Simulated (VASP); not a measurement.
Ir, 1 atom in the cell. The structure is cubic, space group Im-3m (No. 229). The conventional cell has a = 3.110 Å, b = 3.110 Å, c = 3.110 Å, α = 90.00°, β = 90.00°, γ = 90.00°. Within 3.6 Å of Ir (site symmetry m-3m) lie 14 Ir at 2.69 to 3.11 Å. 

| Item | Value |
| --- | --- |
| Program | VASP 6.6.1 |
| Task | single point |
| Functional | PBE |
| Potentials or basis | VASP PAW PBE potentials, release 64 (Ir) |
| Cutoff | 520 eV |
| k mesh | 20 × 20 × 20 |
| Occupations | gaussian, width 0.05 eV |
| Spin | no spin polarisation |
| Dipole correction | no |
| Further INCAR settings | ALGO = Fast; EDIFF = 1e-06; NBANDS = 10 |

Potentials or basis: VASP PAW PBE potentials, release 64 (Ir).

Launch:

```console
$ cat potpaw_PBE.64/Ir/POTCAR > POTCAR
$ mpirun -np 1 vasp_std > vasp.out
```

Hardware: 1 thread of Intel(R) Xeon(R) Platinum 8259CL CPU @ 2.50GHz (Skylake/Cascade Lake), on a shared host.

Problem. How long does it take, and how much memory?

Solution. It took 29 s on 1 thread of Intel(R) Xeon(R) Platinum 8259CL CPU @ 2.50GHz (Skylake/Cascade Lake), with other jobs on the host, peak memory 0.16 GiB. Counts: scf iterations 14, k points 256.
